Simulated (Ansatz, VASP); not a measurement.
## Two plane-wave programs on Ag

The input INCAR:

```
SYSTEM = Ag
PREC = Accurate
ENCUT = 520
EDIFF = 1E-8
ISMEAR = -1
SIGMA = 0.05
LREAL = .FALSE.
LASPH = .TRUE.
NELM = 80
ALGO = Normal
ISIF = 2
LWAVE = .FALSE.
LCHARG = .FALSE.
GGA = PE
LEFG = .TRUE.
NBANDS = 12
```

The input KPOINTS:

```
Automatic mesh
0
G
  15 15 15
  0 0 0
```

File POSCAR:

```
Ag
1.0
    0.0000000000      2.0839620000      2.0431000000
    2.0839620000      0.0000000000      2.0431000000
    2.0839620000      2.0839620000      0.0000000000
Ag
1
Direct
    0.0000000000      0.0000000000      0.0000000000
```

Input for Ansatz:

```yaml
crystal:
  lattice:
    - [0.0, 2.083962, 2.0431]
    - [2.083962, 0.0, 2.0431]
    - [2.083962, 2.083962, 0.0]
  atoms:
    - { symbol: Ag, position: [0.0, 0.0, 0.0] }
kpoints:
  mp_grid: { grid: [15, 15, 15] }
scf:
  occupations: { method: fermi_dirac, width: 0.05 }
hamiltonian:
  xc: pbe
  pseudopotentials: { kind: paw }
output:
  forces: true
  stress: true
  eigenvalues: true
  efg: { contact_densities: true }
  write_density: true
  write_potential: true
  elf: true
  volumetric_format: npy
```

Change from the starting cell: equal xx and yy strain of +2 %, PAW files.

Alike in both runs: task electric field gradients; functional PBE; k mesh 15 × 15 × 15; occupations fermi-dirac, width 0.05 eV; no spin polarisation.

|  | VASP | Ansatz |
| --- | --- | --- |
| version | VASP 6.6.1 | Ansatz 0.2.0 |
| potentials or method | VASP PAW PBE potentials, release 64 (Ag) | PAW with Ansatz's default frozen-core files, scalar-relativistic |
| plane-wave cutoff (eV) | 520 | 420 |
| valence electrons in the cell | 11 | 19 |

```csv
,VASP,Ansatz,Ansatz less VASP
pressure (GPa),0.3,0.4,+0.11
size of Vzz on the site where it differs most (V/Å²),1.5,2.1,+0.67
```

With one functional, cell and mesh, what is left measures potentials, basis and numerics. VASP's potentials hold 11 valence electrons a cell and Ansatz's 19, so a difference there can come from the potentials and not from the codes.
